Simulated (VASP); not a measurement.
# AlN (P2_1) in VASP: notebook

Runs on AlN. Level: PBEsol. Tasks: single point.

Everything below comes from runs of VASP 6.6.1. Logs are shortened: lines on timing, memory, paths and dates and some standing lists are left out, and cuts for length are marked.

## Step 1: The cell of the first run

The structure is monoclinic, space group P2_1 (No. 4). Conventional cell: a = 3.114 Å, b = 4.983 Å, c = 3.114 Å, α = 90.00°, β = 120.00°, γ = 90.00°. Al (site symmetry 1) has 4 N at 1.85 to 1.97 Å within 2.4 Å. N (site symmetry 1) has 4 Al at 1.85 to 1.97 Å within 2.4 Å.

## Step 2: Single point, PBEsol (atoms displaced along a vibrational mode)

Contents of INCAR:

```
ALGO     = Normal         # electronic algorithm
EDIFF    = 1E-6           # SCF threshold, eV
ENCUT    = 520            # plane-wave cutoff, eV
GGA      = PS             # functional
ISIF     = 2              # what is computed and relaxed
ISMEAR   = 0              # smearing method
LASPH    = True           # aspherical terms in the spheres
LCHARG   = False          # write CHGCAR
LREAL    = False          # projectors in reciprocal space
LWAVE    = False          # write WAVECAR
NBANDS   = 26             # bands
NELM     = 60             # most SCF steps
PREC     = Accurate       # precision mode
SIGMA    = 0.05           # smearing width, eV
```

Contents of KPOINTS:

```
k-points
0
Gamma
  8 8 8
```

Contents of POSCAR:

```
AlN
1.0
   -3.1135599857      0.0000000000      0.0000000000
    0.0000000000      5.3928440876      0.0000000000
    1.5567799928     -2.6964220438     -4.9833504711
Al N
4 4
Direct
    1.0275108110      0.3277655947      0.9984946880
    0.5275108110      0.8277655947      0.9984946880
    0.2209838770      0.9207290933      0.4984946880
    0.7209838770      0.4207290933      0.4984946880
    0.7830003891      0.1311996364      0.6165008612
    0.2830003891      0.6311996364      0.6165008612
    0.0835004721      0.7353012248      0.1165008612
    0.5835004721      0.2353012248      0.1165008612
```

Potentials or basis: VASP PAW PBE potentials, release 64 (Al, N).

Command:

```bash
> cat potpaw_PBE.64/Al/POTCAR potpaw_PBE.64/N/POTCAR > POTCAR
> mpirun -np 1 vasp_std > vasp.out
```

OUTCAR:

```text
EDIFF = 1E-6
   ENCUT = 520
   GGA = PS
   ISIF = 2
   ISMEAR = 0
   LASPH = True
   LREAL = False
   NELM = 60
   PREC = Accurate

 ion  position               nearest neighbor table
   1  0.028  0.328  0.998-   8 1.85   8 1.86   5 1.91   7 1.97   3 2.97   4 2.97   3 3.11   4 3.11
                             2 3.11   2 3.11   2 3.11   2 3.11   4 3.15   3 3.15
   2  0.528  0.828  0.998-   7 1.85   7 1.86   6 1.91   8 1.97   4 2.97   3 2.97   4 3.11   3 3.11
                             1 3.11   1 3.11   1 3.11   1 3.11   3 3.15   4 3.15
   3  0.221  0.921  0.498-   5 1.85   5 1.86   7 1.91   6 1.97   1 2.97   2 2.97   1 3.11   2 3.11
                             4 3.11   4 3.11   4 3.11   4 3.11   2 3.15   1 3.15
   4  0.721  0.421  0.498-   6 1.85   6 1.86   8 1.91   5 1.97   2 2.97   1 2.97   2 3.11   1 3.11
                             3 3.11   3 3.11   3 3.11   3 3.11   1 3.15   2 3.15
   5  0.783  0.131  0.617-   3 1.85   3 1.86   1 1.91   4 1.97
   6  0.283  0.631  0.617-   4 1.85   4 1.86   2 1.91   3 1.97
   7  0.084  0.735  0.117-   2 1.85   2 1.86   3 1.91   1 1.97
   8  0.584  0.235  0.117-   1 1.85   1 1.86   4 1.91   2 1.97

  LATTYP: Found a body centered orthorhombic cell.
 ALAT       =     3.1135599857
 B/A-ratio  =     1.7320508076
 C/A-ratio  =     3.2010627667

  Lattice vectors:

 A1 = (  -1.5567799928,   2.6964220438,   4.9833504711)
 A2 = (   1.5567799929,  -2.6964220438,   4.9833504711)
 A3 = (   1.5567799928,   2.6964220438,  -4.9833504711)

Analysis of symmetry for initial positions (statically):
=====================================================================
 Subroutine PRICEL returns following result:

  LATTYP: Found a hexagonal cell.
 ALAT       =     3.1135599857
 C/A-ratio  =     1.6005313834

  Lattice vectors:

 A1 = (   3.1135599857,  -0.0000000000,   0.0000000000)
 A2 = (  -1.5567799929,  -2.6964220438,   0.0000000000)
 A3 = (  -0.0000000000,   0.0000000000,  -4.9833504711)

   2 primitive cells build up your supercell.

 Routine SETGRP: Setting up the symmetry group for a
 body centered orthorhombic supercell.

 Subroutine GETGRP returns: Found  2 space group operations
 (whereof  1 operations were pure point group operations)
 out of a pool of  8 trial point group operations.

The static configuration has the point symmetry C_1 .
 The point group associated with its full space group is C_2 .

Analysis of symmetry for dynamics (positions and initial velocities):
=====================================================================
 Subroutine PRICEL returns following result:

[... 130 lines left out ...]
   ISIF   =      2    stress and relaxation
   ISYM   =      2    0-nonsym 1-usesym 2-fastsym
   POTIM  = 0.5000    time-step for ionic-motion
   TEBEG  =    0.0;   TEEND  =   0.0 temperature during run
   PSTRESS=    0.0 pullay stress
   NELECT =      32.0000    total number of electrons
   NUPDOWN=      -1.0000    fix difference up-down
   EMIN   =  10.00;   EMAX   =-10.00  energy-range for DOS
   EFERMI =   0.00;   METHOD = LEGACY
   ISMEAR =     0;   SIGMA  =   0.05  broadening in eV -4-tet -1-fermi 0-gaus
   EFERMI_NEDOS =   21; number of points for ismear=-14 and -15
   IALGO  =     38    algorithm
   IMIX   =      4    mixing-type and parameters
     AMIX     =   0.40;   BMIX     =  1.00
     AMIX_MAG =   1.60;   BMIX_MAG =  1.00
  volume/ion in A,a.u.               =      10.46        70.58
  Fermi-wavevector in a.u.,A,eV,Ry     =   1.188300  2.245561 19.212190  1.412056
  Thomas-Fermi vector in A             =   2.324432
   LORBIT       =      0    0 simple, 1 ext, 2 COOP (PROOUT), +10 PAW based schemes
   GGA     = PS    functional components
   LHFCALC =     F    Hartree Fock is set to
   AEXX    =    0.0000 exact exchange contribution
   IVDW    =     0    specifies the selected vdW correction
   LEPSILON=     F    determine dielectric tensor
   LRPA    =     F    only Hartree local field effects (RPA)
 non-spin polarized calculation
 Gauss-broadening in eV      SIGMA  =   0.05
  energy-cutoff  :      520.00
  volume of cell :       83.68
 maximum number of plane-waves:      2272
   NGX = 11   NGY = 21   NGZ = 21

 number of electron      31.9999999 magnetization

 Free energy of the ion-electron system (eV)
  ---------------------------------------------------
  ext. energy  EPLUGINS =         0.00000000
  ---------------------------------------------------
  free energy    TOTEN  =       -62.31965714 eV

  energy without entropy =      -62.31965714  energy(sigma->0) =      -62.31965714

 E-fermi :   6.3819     XC(G=0): -11.1024

 val. band max:        6.1092030948   @ k =   0.0000   0.0000   0.0000
 cond. band min:      10.1101670798   @ k =   0.0000   0.0000   0.0000
 fundamental gap:      4.0009639850
 Fermi energy:         6.3819084960

 k-point     1 :       0.0000    0.0000    0.0000
  band No.  band energies     occupation
      1      -9.1088      2.00000
      2      -6.9242      2.00000
      3      -6.7490      2.00000
      4      -6.7490      2.00000
      5       0.0071      2.00000
      6       0.5354      2.00000
[... 685 lines left out ...]
     25      16.7950      0.00000
     26      17.0509      0.00000

 [... further k-points ...]

------------------------ aborting loop because EDIFF is reached ----------------------------------------

  FORCE on cell =-STRESS in cart. coord.  units (eV):
  Direction    XX          YY          ZZ          XY          YZ          ZX
  --------------------------------------------------------------------------------------
  -------------------------------------------------------------------------------------
  Total        3.3744152     -2.4852383      0.2436679      0.0021861      0.0000000      0.0000000
  in kB       64.6119085    -47.5863164      4.6656525      0.0418576      0.0000000      0.0000000
  external PRESSURE =       7.2304148 kB  Pullay stress =       0.0000000 kB

 VOLUME and BASIS-vectors are now :
 -----------------------------------------------------------------------------
  energy-cutoff  :      520.00
  volume of cell :       83.68
      direct lattice vectors                 reciprocal lattice vectors
    -3.113559986  0.000000000  0.000000000    -0.321175762  0.000000000 -0.100334103
     0.000000000  5.392844088  0.000000000     0.000000000  0.185430912 -0.100334103
     1.556779993 -2.696422044 -4.983350471     0.000000000  0.000000000 -0.200668206

 POSITION                                       TOTAL-FORCE (eV/Angst)
 -----------------------------------------------------------------------------------
      1.46878     -0.92477     -4.97585         0.531966      0.982005      0.147131
     -0.08800      1.77165     -4.97585         0.531966      0.982005      0.147131
      0.08800      3.62120     -2.48417        -0.531966     -0.982005      0.147131
     -1.46878      0.92477     -2.48417        -0.531966     -0.982005      0.147131
     -1.47816     -0.95481     -3.07224        -0.217238      1.084205     -0.147131
      0.07862      1.74161     -3.07224        -0.217238      1.084205     -0.147131
     -0.07862      3.65123     -0.58056         0.217238     -1.084205     -0.147131
     -1.63540      0.95481     -0.58056         0.217238     -1.084205     -0.147131
 -----------------------------------------------------------------------------------
    total drift:                               -0.000012     -0.000025      0.000732

  FREE ENERGIE OF THE ION-ELECTRON SYSTEM (eV)
  ---------------------------------------------------
  free  energy   TOTEN  =       -62.3196571392 eV

  energy  without entropy=      -62.3196571392  energy(sigma->0) =      -62.31965714
```

OSZICAR:

```text
N       E                     dE             d eps       ncg     rms          rms(c)
DAV:   1     0.106432191490E+03    0.10643E+03   -0.14761E+04  7800   0.111E+03
DAV:   2    -0.617725785220E+02   -0.16820E+03   -0.15789E+03 10538   0.227E+02
DAV:   3    -0.711963104939E+02   -0.94237E+01   -0.93715E+01 10586   0.546E+01
DAV:   4    -0.712795609034E+02   -0.83250E-01   -0.83203E-01  9064   0.591E+00
DAV:   5    -0.712807043480E+02   -0.11434E-02   -0.11432E-02 10356   0.692E-01    0.166E+01
DAV:   6    -0.624255339977E+02    0.88552E+01   -0.27155E+01  9772   0.276E+01    0.604E+00
DAV:   7    -0.623941451698E+02    0.31389E-01   -0.13876E+00  9382   0.605E+00    0.406E+00
DAV:   8    -0.623296890616E+02    0.64456E-01   -0.17195E-01  9266   0.279E+00    0.682E-01
DAV:   9    -0.623191440101E+02    0.10545E-01   -0.38852E-02 10444   0.103E+00    0.352E-01
DAV:  10    -0.623198140160E+02   -0.67001E-03   -0.30413E-03  8992   0.294E-01    0.207E-01
DAV:  11    -0.623196573994E+02    0.15662E-03   -0.38815E-04  9262   0.115E-01    0.395E-02
DAV:  12    -0.623196584524E+02   -0.10530E-05   -0.13171E-05  9868   0.224E-02    0.169E-02
DAV:  13    -0.623196571339E+02    0.13185E-05   -0.44753E-06  9136   0.122E-02    0.222E-03
DAV:  14    -0.623196571392E+02   -0.52432E-08   -0.37933E-07  4810   0.390E-03
   1 F= -.62319657E+02 E0= -.62319657E+02  d E =-.663803E-17
```

Wall time 3.4 min (1 thread of AMD EPYC 9R45 (Zen 5), shared host); peak memory 0.33 GiB.

Results:

- Free energy: -62.3197 eV
- Pressure: 0.7 GPa
- Largest force: 1.126 eV/Å
- Band gap on the k mesh: 4.00 eV

Forces on the atoms (eV/Å):
```
Al   0.532  0.982  0.147
Al   0.532  0.982  0.147
Al  -0.532 -0.982  0.147
Al  -0.532 -0.982  0.147
N   -0.217  1.084 -0.147
N   -0.217  1.084 -0.147
N    0.217 -1.084 -0.147
N    0.217 -1.084 -0.147
```

Caveat: the cell differs from its parent crystal (atoms displaced along a vibrational mode); the PAW data sets were made with another functional, which shifts forces and pressure a little. A k mesh can miss the band edges.

## Step 3: Single point, PBEsol (atoms displaced along a vibrational mode)

Contents of INCAR:

```
PREC     = Accurate       # precision mode
ENCUT    = 520            # plane-wave cutoff, eV
EDIFF    = 1E-6           # SCF threshold, eV
ISMEAR   = 0              # smearing method
SIGMA    = 0.05           # smearing width, eV
LREAL    = F              # projectors in reciprocal space
LASPH    = T              # aspherical terms in the spheres
NELM     = 80             # most SCF steps
ALGO     = Normal         # electronic algorithm
ISIF     = 2              # what is computed and relaxed
LWAVE    = F              # write WAVECAR
LCHARG   = F              # write CHGCAR
GGA      = PS             # functional
NBANDS   = 26             # bands
```

Contents of KPOINTS:

```
Automatic mesh
0
Gamma
  8 8 8
```

Contents of POSCAR:

```
AlN
1.0
   -3.1135599857      0.0000000000      0.0000000000
    0.0000000000      5.3928440876      0.0000000000
    1.5567799928     -2.6964220438     -4.9833504711
Al N
4 4
Direct
    1.0275078080      0.3337814449      0.9984886819
    0.5275078080      0.8337814449      0.9984886819
    0.2209808739      0.9147072369      0.4984886819
    0.7209808739      0.4147072369      0.4984886819
    0.7830061740      0.1441855807      0.6165124308
    0.2830061740      0.6441855807      0.6165124308
    0.0835062569      0.7223268502      0.1165124308
    0.5835062569      0.2223268502      0.1165124308
```

Potentials or basis: VASP PAW PBE potentials, release 64 (Al, N).

Command:

```bash
> cat potpaw_PBE.64/Al/POTCAR potpaw_PBE.64/N/POTCAR > POTCAR
> mpirun -np 1 vasp_std > vasp.out
```

It took 4.6 min on 1 thread of Intel Xeon Platinum 8488C (Sapphire Rapids), shared host; peak memory 0.36 GiB.

The run converged. Its results:

| Item | Value |
| --- | --- |
| Free energy | -62.4935 eV |
| Pressure | -0.1 GPa |
| Largest force | 0.538 eV/Å |
| Band gap on the k mesh | 4.02 eV |

Forces in eV/Å, atoms in the order of the input:
```
Al   0.472 -0.252  0.059
Al   0.472 -0.252  0.059
Al  -0.472  0.252  0.059
Al  -0.472  0.252  0.059
N   -0.227 -0.307 -0.059
N   -0.227 -0.307 -0.059
N    0.227  0.307 -0.059
N    0.227  0.307 -0.059
```

Stress tensor (GPa, compression positive):
```
-2.23 -0.39  0.00
-0.39  1.78  0.00
 0.00  0.00  0.05
```

Levels at points of the mesh, in eV from the valence-band top:
```csv
k point,band 14,band 15,band 16,band 17,band 18,band 19
"(0.00, 0.00, 0.00)",-0.41,-0.14,0.00,4.02,5.03,5.03
"(0.50, 0.00, 0.00)",-2.16,-0.88,-0.88,5.90,5.90,7.12
"(0.00, 0.50, 0.00)",-0.74,-0.56,-0.56,5.80,5.80,7.15
"(0.50, 0.50, 0.00)",-1.27,-1.27,-0.73,5.00,5.00,5.08
"(0.50, 0.50, 0.50)",-1.46,-1.46,-0.83,5.26,5.26,5.51
"(0.00, 0.00, 0.50)",-0.66,-0.55,-0.55,5.60,5.73,6.27
```

Caveat: the cell differs from its parent crystal (atoms displaced along a vibrational mode); the PAW data sets were made with another functional, which shifts forces and pressure a little.
